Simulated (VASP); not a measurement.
# LiCl (Fm-3m) in VASP: a series of runs, part 2 of 2

VASP 6.6.1.

## 3. Relaxation of cell and atoms, LDA, target pressure 6 GPa, at which the enthalpy is minimised

This run uses another cell than the first one, of 15.29 Å³/atom, 1.121 times its volume.

INCAR

```
SYSTEM = LiCl
  PREC = Accurate
  ENCUT = 600
  EDIFF = 1E-6
  ISMEAR = 0
  SIGMA = 0.01
  LREAL = .False.
  LASPH = .True.
  NELM = 80
  ALGO = Normal
  ISIF = 3
  LWAVE = .False.
  LCHARG = .False.
  IBRION = 2
  NSW = 80
  EDIFFG = -0.001
  PSTRESS = 60.0
```

KPOINTS

```
Automatic mesh
0
Gamma
  8 8 8
  0 0 0
```

POSCAR

```
LiCl
1.0
    0.0000000000      2.4820709611      2.4820709611
    2.4820709611      0.0000000000      2.4820709611
    2.4820709611      2.4820709611      0.0000000000
Li Cl
1 1
Direct
    0.0000000000      0.0000000000      0.0000000000
    0.5000000000      0.5000000000      0.5000000000
```

Potentials or basis: VASP PAW LDA potentials, release 64 (Li_sv, Cl).

Started as:

```
$ cat potpaw_LDA.64/Li_sv/POTCAR potpaw_LDA.64/Cl/POTCAR > POTCAR
$ mpirun -np 1 vasp_std > vasp.out
```

OUTCAR:

```text
SYSTEM = LiCl
   PREC = Accurate
   ENCUT = 600
   EDIFF = 1E-6
   ISMEAR = 0
   LREAL = .False.
   LASPH = .True.
   NELM = 80
   ISIF = 3
   IBRION = 2
   NSW = 80
   EDIFFG = -0.001
   PSTRESS = 60.0

 ion  position               nearest neighbor table
   1  0.000  0.000  0.000-   2 2.48   2 2.48   2 2.48   2 2.48   2 2.48   2 2.48
   2  0.500  0.500  0.500-   1 2.48   1 2.48   1 2.48   1 2.48   1 2.48   1 2.48

  LATTYP: Found a face centered cubic cell.
 ALAT       =     4.9641419222

  Lattice vectors:

 A1 = (   0.0000000000,   2.4820709611,   2.4820709611)
 A2 = (   2.4820709611,   0.0000000000,   2.4820709611)
 A3 = (   2.4820709611,   2.4820709611,   0.0000000000)

Analysis of symmetry for initial positions (statically):
=====================================================================
 Subroutine PRICEL returns:
 Original cell was already a primitive cell.

 Routine SETGRP: Setting up the symmetry group for a
 face centered cubic supercell.

 Subroutine GETGRP returns: Found 48 space group operations
 (whereof 48 operations were pure point group operations)
 out of a pool of 48 trial point group operations.

The static configuration has the point symmetry O_h .

Analysis of symmetry for dynamics (positions and initial velocities):
=====================================================================
 Subroutine PRICEL returns:
 Original cell was already a primitive cell.

 Routine SETGRP: Setting up the symmetry group for a
 face centered cubic supercell.

 Subroutine GETGRP returns: Found 48 space group operations
 (whereof 48 operations were pure point group operations)
 out of a pool of 48 trial point group operations.

The dynamic configuration has the point symmetry O_h .

 Subroutine INISYM returns: Found 48 space group operations
 (whereof 48 operations are pure point group operations),
 and found     1 'primitive' translations

----------------------------------------------------------------------------------------

                                     Primitive cell

  volume of cell :      30.5825

  direct lattice vectors                    reciprocal lattice vectors
     0.000000000  2.482070961  2.482070961    -0.201444684  0.201444684  0.201444684
     2.482070961  0.000000000  2.482070961     0.201444684 -0.201444684  0.201444684
     2.482070961  2.482070961  0.000000000     0.201444684  0.201444684 -0.201444684

  length of vectors
     3.510178416  3.510178416  3.510178416     0.348912427  0.348912427  0.348912427

  position of ions in fractional coordinates (direct lattice)
     0.000000000  0.000000000  0.000000000
     0.500000000  0.500000000  0.500000000

  ion indices of the primitive-cell ions
   primitive index   ion index
                 1           1
                 2           2

----------------------------------------------------------------------------------------

 KPOINTS: Automatic mesh

Automatic generation of k-mesh.
 Grid dimensions read from file:
 generate k-points for:    8    8    8

 Generating k-lattice:

  Cartesian coordinates                     Fractional coordinates (reciprocal lattice)
    -0.025180585  0.025180585  0.025180585     0.125000000  0.000000000  0.000000000
     0.025180585 -0.025180585  0.025180585     0.000000000  0.125000000  0.000000000
     0.025180585  0.025180585 -0.025180585     0.000000000  0.000000000  0.125000000

  Length of vectors
     0.043614053  0.043614053  0.043614053

  Shift w.r.t. Gamma in fractional coordinates (k-lattice)
     0.000000000  0.000000000  0.000000000

 Subroutine IBZKPT returns following result:
 ===========================================

 Found     29 irreducible k-points:

 Following reciprocal coordinates:
            Coordinates               Weight
  0.000000  0.000000  0.000000      1.000000
  0.125000  0.000000  0.000000      8.000000
  0.250000  0.000000  0.000000      8.000000
  0.375000  0.000000  0.000000      8.000000
  0.500000  0.000000  0.000000      4.000000
  0.125000  0.125000  0.000000      6.000000
[... 16 lines left out ...]
  0.500000  0.250000  0.125000     48.000000
 -0.375000  0.250000  0.125000     24.000000
 [... further k-points ...]
   k-points           NKPTS =     29   k-points in BZ     NKDIM =     29   number of bands    NBANDS=      9
   number of dos      NEDOS =    301   number of ions     NIONS =      2
   total plane-waves  NPLWV =  21952
   dimension x,y,z NGX =    28 NGY =   28 NGZ =   28
   dimension x,y,z NGXF=    56 NGYF=   56 NGZF=   56
   ions per type =               1   1
   NGX,Y,Z   is equivalent  to a cutoff of  13.26, 13.26, 13.26 a.u.
   NGXF,Y,Z  is equivalent  to a cutoff of  26.52, 26.52, 26.52 a.u.
 SYSTEM =  LiCl
   PREC   = accura    normal or accurate (medium, high low for compatibility)
   ISTART =      0    job   : 0-new  1-cont  2-samecut
   ICHARG =      2    charge: 1-file 2-atom 10-const
   ISPIN  =      1    spin polarized calculation?
   LNONCOLLINEAR =      F non collinear calculations
   LSORBIT =      F    spin-orbit coupling
   LASPH  =      T    aspherical Exc in radial PAW
   ENCUT  =  600.0 eV  44.10 Ry    6.64 a.u.   7.01  7.01  7.01*2*pi/ulx,y,z
   NELM   =     80;   NELMIN=  2; NELMDL= -5     # of ELM steps
   EDIFF  = 0.1E-05   stopping-criterion for ELM
   LREAL  =      F    real-space projection
   EDIFFG = -.1E-02   stopping-criterion for IOM
   NSW    =     80    number of steps for IOM
   IBRION =      2    ionic relax: 0-MD 1-quasi-New 2-CG
   NFREE  =      1    steps in history (QN), initial steepest desc. (CG)
   ISIF   =      3    stress and relaxation
   ISYM   =      2    0-nonsym 1-usesym 2-fastsym
   POTIM  = 0.5000    time-step for ionic-motion
   TEBEG  =    0.0;   TEEND  =   0.0 temperature during run
   PSTRESS=   60.0 pullay stress
   NELECT =      10.0000    total number of electrons
   NUPDOWN=      -1.0000    fix difference up-down
   EMIN   =  10.00;   EMAX   =-10.00  energy-range for DOS
   EFERMI =   0.00;   METHOD = LEGACY
   ISMEAR =     0;   SIGMA  =   0.01  broadening in eV -4-tet -1-fermi 0-gaus
   EFERMI_NEDOS =   21; number of points for ismear=-14 and -15
   IALGO  =     38    algorithm
   IMIX   =      4    mixing-type and parameters
     AMIX     =   0.40;   BMIX     =  1.00
     AMIX_MAG =   1.60;   BMIX_MAG =  1.00
  volume/ion in A,a.u.               =      15.29       103.19
  Fermi-wavevector in a.u.,A,eV,Ry     =   1.127848  2.131324 17.307175  1.272041
  Thomas-Fermi vector in A             =   2.264536
   LORBIT       =      0    0 simple, 1 ext, 2 COOP (PROOUT), +10 PAW based schemes
   GGA     = CA    functional components
   LHFCALC =     F    Hartree Fock is set to
   AEXX    =    0.0000 exact exchange contribution
   IVDW    =     0    specifies the selected vdW correction
   LEPSILON=     F    determine dielectric tensor
   LRPA    =     F    only Hartree local field effects (RPA)
 conjugate gradient relaxation of ions
 non-spin polarized calculation
 Gauss-broadening in eV      SIGMA  =   0.01
  energy-cutoff  :      600.00
  volume of cell :       30.58
 maximum number of plane-waves:      1036
   NGX = 13   NGY = 13   NGZ = 13

--------------------------------------- Ionic step        1  -------------------------------------------

 number of electron      10.0000000 magnetization

 number of electron       9.9999992 magnetization

 Free energy of the ion-electron system (eV)
  ---------------------------------------------------
  ext. energy  EPLUGINS =         0.00000000
  ---------------------------------------------------
  free energy    TOTEN  =        -8.09591695 eV

  energy without entropy =       -8.09591695  energy(sigma->0) =       -8.09591695

------------------------ aborting loop because EDIFF is reached ----------------------------------------

  FORCE on cell =-STRESS in cart. coord.  units (eV):
  Direction    XX          YY          ZZ          XY          YZ          ZX
  --------------------------------------------------------------------------------------
  -------------------------------------------------------------------------------------
  Total       -0.0112766     -0.0112766     -0.0112766      0.0000000      0.0000000      0.0000000
  in kB       -0.5907692     -0.5907692     -0.5907692      0.0000000      0.0000000      0.0000000
  external PRESSURE =     -60.5907692 kB  Pullay stress =      60.0000000 kB
[... 25 lines left out ...]
--------------------------------------- Ionic step        2  -------------------------------------------

 number of electron      10.0000009 magnetization

 E-fermi :   2.2106     XC(G=0):  -9.9630

 val. band max:        2.0199691432   @ k =   0.0000   0.0000   0.0000
 cond. band min:       8.6137203645   @ k =   0.5000   0.0000   0.0000
 fundamental gap:      6.5937512213
 Fermi energy:         2.2106350095

 k-point     1 :       0.0000    0.0000    0.0000
  band No.  band energies     occupation
      1     -40.2523      2.00000
      2     -12.0595      2.00000
      3       2.0200      2.00000
      4       2.0200      2.00000
      5       2.0200      2.00000
      6       9.2443      0.00000
      7      13.8740      0.00000
      8      13.8740      0.00000
      9      13.8740      0.00000
[... 351 lines left out ...]
--------------------------------------- Ionic step        4  -------------------------------------------

 number of electron      10.0000003 magnetization

 Free energy of the ion-electron system (eV)
  ---------------------------------------------------
  ext. energy  EPLUGINS =         0.00000000
  ---------------------------------------------------
  free energy    TOTEN  =        -8.04019970 eV

  energy without entropy =       -8.04019970  energy(sigma->0) =       -8.04019970

 E-fermi :   2.4953     XC(G=0): -10.1026

 val. band max:        2.3218241608   @ k =   0.0000   0.0000   0.0000
 cond. band min:       8.9430913541   @ k =   0.5000   0.0000   0.0000
 fundamental gap:      6.6212671933
 Fermi energy:         2.4952917036

 k-point     1 :       0.0000    0.0000    0.0000
  band No.  band energies     occupation
      1     -39.9406      2.00000
      2     -11.9081      2.00000
      3       2.3218      2.00000
      4       2.3218      2.00000
      5       2.3218      2.00000
      6       9.7886      0.00000
      7      14.1839      0.00000
      8      14.1839      0.00000
      9      14.1839      0.00000
[... 309 lines left out ...]
  energy  without entropy=       -8.0401996955  energy(sigma->0) =       -8.04019970

  enthalpy is  TOTEN    =        -7.0202875134 eV   P V=        1.0199121821

 reached required accuracy - stopping structural energy minimisation
```

Wall time 17 s (1 thread of AMD EPYC 7R13 (Zen 3), shared host); peak memory 0.11 GiB.

Results:

| Item | Value |
| --- | --- |
| Free energy | -8.0402 eV |
| Relaxed volume | 13.62 Å³/atom |
| Relaxed cell | a = 3.377 Å, b = 3.377 Å, c = 3.377 Å, α = 60.00°, β = 60.00°, γ = 60.00° |
| Space group after relaxing (to 0.05 Å) | Fm-3m (No. 225) |
| Energy change on relaxing (the enthalpy is what falls) | +27.9 meV/atom |
| Ionic steps | 4 |
| Pressure after relaxing | 6.0 GPa |
| Band gap on the k mesh | 6.62 eV, indirect (least direct gap 6.99 eV) |

The path:
```
step  energy change (eV)  largest force (eV/Å)  pressure (GPa)  volume (Å³)
   1              0.0000                0.0000           -0.06        30.58
   2              0.0288                0.0000            4.09        28.09
   3              0.0534                0.0000            5.86        27.30
   4              0.0557                0.0000            6.00        27.23
```

Final structure:
```
Li Cl
1.0
     0.00000    2.38798    2.38798
     2.38798    0.00000    2.38798
     2.38798    2.38798    0.00000
Li Cl
1 1
Direct
  0.00000 0.00000 0.00000
  0.50000 0.50000 0.50000
```

Levels at points of the mesh, in eV from the valence-band top:
| k point | band 3 | band 4 | band 5 | band 6 | band 7 | band 8 |
| --- | --- | --- | --- | --- | --- | --- |
| (0.00, 0.00, 0.00) | 0.00 | 0.00 | 0.00 | 7.47 | 11.86 | 11.86 |
| (0.50, 0.00, 0.00) | -3.88 | -0.37 | -0.37 | 6.62 | 9.21 | 9.21 |
| (0.50, 0.50, 0.00) | -4.14 | -1.62 | -1.62 | 7.59 | 8.11 | 14.09 |

Caveat: the cutoff is under 1.25 times the usual one of these potentials, so pressure, stress and relaxed cells hold a basis-set (Pulay) error; the cell is relaxed towards a set pressure, so the enthalpy falls and the energy may rise.

## 4. Single point, LDA

This run uses another cell than the first one, of 11.20 Å³/atom, 0.821 times its volume.

INCAR

```
PREC = Accurate ; ENCUT = 520
EDIFF = 1E-7 ; ISMEAR = 0
SIGMA = 0.01 ; LREAL = False
LASPH = True ; NELM = 80
ALGO = Normal ; ISIF = 2
LWAVE = False ; LCHARG = True
GGA = CA ; LELF = True
LVHAR = True ; NBANDS = 12
```

KPOINTS

```
regular mesh
0
Gamma
  8 8 8
```

POSCAR

```
LiCl
1.0
    0.0000000000      2.2375438898      2.2375438898
    2.2375438898      0.0000000000      2.2375438898
    2.2375438898      2.2375438898      0.0000000000
Li Cl
1 1
Direct
    0.0000000000      0.0000000000      0.0000000000
    0.5000000000      0.5000000000      0.5000000000
```

Potentials or basis: VASP PAW LDA potentials, release 64 (Li_sv, Cl).

Started as:

```
$ cat potpaw_LDA.64/Li_sv/POTCAR potpaw_LDA.64/Cl/POTCAR > POTCAR
$ mpirun -np 1 vasp_std > vasp.out
```

OUTCAR:

```text
PREC = Accurate
   ENCUT = 520
   EDIFF = 1E-7
   ISMEAR = 0
   LREAL = False
   LASPH = True
   NELM = 80
   ISIF = 2
   GGA = CA

 ion  position               nearest neighbor table
   1  0.000  0.000  0.000-   2 2.24   2 2.24   2 2.24   2 2.24   2 2.24   2 2.24
   2  0.500  0.500  0.500-   1 2.24   1 2.24   1 2.24   1 2.24   1 2.24   1 2.24

  LATTYP: Found a face centered cubic cell.
 ALAT       =     4.4750877796

  Lattice vectors:

 A1 = (   0.0000000000,   2.2375438898,   2.2375438898)
 A2 = (   2.2375438898,   0.0000000000,   2.2375438898)
 A3 = (   2.2375438898,   2.2375438898,   0.0000000000)

Analysis of symmetry for initial positions (statically):
=====================================================================
 Subroutine PRICEL returns:
 Original cell was already a primitive cell.

 Routine SETGRP: Setting up the symmetry group for a
 face centered cubic supercell.

 Subroutine GETGRP returns: Found 48 space group operations
 (whereof 48 operations were pure point group operations)
 out of a pool of 48 trial point group operations.

The static configuration has the point symmetry O_h .

Analysis of symmetry for dynamics (positions and initial velocities):
[... 174 lines left out ...]
      7      16.3122      0.00000
      8      16.3122      0.00000
      9      16.3122      0.00000
     10      20.0357      0.00000
     11      20.0357      0.00000
     12      20.9334      0.00000
[... 331 lines left out ...]
 k-point    24 :      -0.3750    0.2500    0.1250
  band No.  band energies     occupation
      1     -37.8561      2.00000
      2      -9.2040      2.00000
      3      -0.1696      2.00000
      4       1.8681      2.00000
      5       3.3138      2.00000
      6      13.0950      0.00000
      7      13.9962      0.00000
      8      15.6555      0.00000
      9      18.5937      0.00000
     10      21.7515      0.00000
     11      23.8259      0.00000
     12      25.5154      0.00000

 [... further k-points ...]

------------------------ aborting loop because EDIFF is reached ----------------------------------------

  FORCE on cell =-STRESS in cart. coord.  units (eV):
  Direction    XX          YY          ZZ          XY          YZ          ZX
  --------------------------------------------------------------------------------------
  -------------------------------------------------------------------------------------
  Total        3.4877358      3.4877358      3.4877358      0.0000000      0.0000000     -0.0000000
  in kB      249.4074826    249.4074826    249.4074826      0.0000000      0.0000000     -0.0000000
  external PRESSURE =     249.4074826 kB  Pullay stress =       0.0000000 kB

 VOLUME and BASIS-vectors are now :
 -----------------------------------------------------------------------------
  energy-cutoff  :      520.00
  volume of cell :       22.40
      direct lattice vectors                 reciprocal lattice vectors
     0.000000000  2.237543890  2.237543890    -0.223459304  0.223459304  0.223459304
     2.237543890  0.000000000  2.237543890     0.223459304 -0.223459304  0.223459304
     2.237543890  2.237543890  0.000000000     0.223459304  0.223459304 -0.223459304

 POSITION                                       TOTAL-FORCE (eV/Angst)
 -----------------------------------------------------------------------------------
      0.00000      0.00000      0.00000         0.000000      0.000000     -0.000000
      2.23754      2.23754      2.23754        -0.000000     -0.000000      0.000000
 -----------------------------------------------------------------------------------
    total drift:                                0.000000     -0.000000      0.000000

  FREE ENERGIE OF THE ION-ELECTRON SYSTEM (eV)
  ---------------------------------------------------
  free  energy   TOTEN  =        -7.6094421172 eV

  energy  without entropy=       -7.6094421172  energy(sigma->0) =       -7.60944212
```

Run time: 4.8 s. Hardware: 1 thread of Intel Xeon Platinum 8375C at 2.90GHz (Ice Lake), shared host; peak memory 0.12 GiB.

What came out:

* Free energy: -7.6094 eV
* Band gap on the k mesh: 6.77 eV, indirect (least direct gap 7.27 eV)

Caveat: the cutoff is under 1.25 times the usual one of these potentials, so pressure, stress and relaxed cells hold a basis-set (Pulay) error.

## 5. Overview

```csv
task,cell,cutoff (eV),gap on the mesh (eV)
single point,"a = 3.379 Å, angles 60.0°, 2 atoms",520,6.62
relaxation of cell and atoms,"relaxed to 6 GPa from a = 3.510 Å, angles 60.0°, 2 atoms",600,6.62
single point,"a = 3.164 Å, angles 60.0°, 2 atoms",520,6.77
```

Alike in all rows: level LDA; potentials or basis VASP PAW LDA potentials, release 64 (Li_sv, Cl); no spin polarisation; k mesh 8 × 8 × 8; smearing gaussian 0.01 eV.

Caveats: the cutoff is under 1.25 times the usual one of these potentials, so pressure, stress and relaxed cells hold a basis-set (Pulay) error; the cell is relaxed towards a set pressure, so the enthalpy falls and the energy may rise (some runs).

Absolute energies hang on the potentials; compare differences alone.
